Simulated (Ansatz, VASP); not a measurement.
# GaP: VASP beside Ansatz

```
Ga P
1.0
     0.00000    2.77991    2.67903
     2.77991    0.00000    2.67903
     2.77991    2.77991    0.00000
Ga P
1 1
Direct
  0.00000 0.00000 0.00000
  0.25000 0.25000 0.25000
```

Change from the starting cell: epitaxial_xy strain +2.0%.

Alike in both runs: task single point; functional PBE; k mesh 8 × 8 × 8; occupations fermi-dirac, width 0.02 eV; no spin polarisation.

|  | VASP | Ansatz |
| --- | --- | --- |
| version | VASP 6.6.1 | Ansatz 0.2.0 |
| potentials or method | VASP PAW PBE potentials, release 64 (Ga_d, P) | plane waves, PAW |
| plane-wave cutoff (eV) | 520 | 420 |
| valence electrons in the cell | 18 | 18 |

|  | VASP | Ansatz | Ansatz less VASP |
| --- | --- | --- | --- |
| gap on the k mesh at the Fermi level (eV) | 1.33 | 1.33 | +0.001 |
| pressure (GPa) | 0.6 | 0.6 | +0.01 |
| traceless stress, the component that is largest in VASP (GPa) | 1.68 | 1.68 | -0.001 |

With one functional, cell and mesh, what is left measures potentials, basis and numerics.
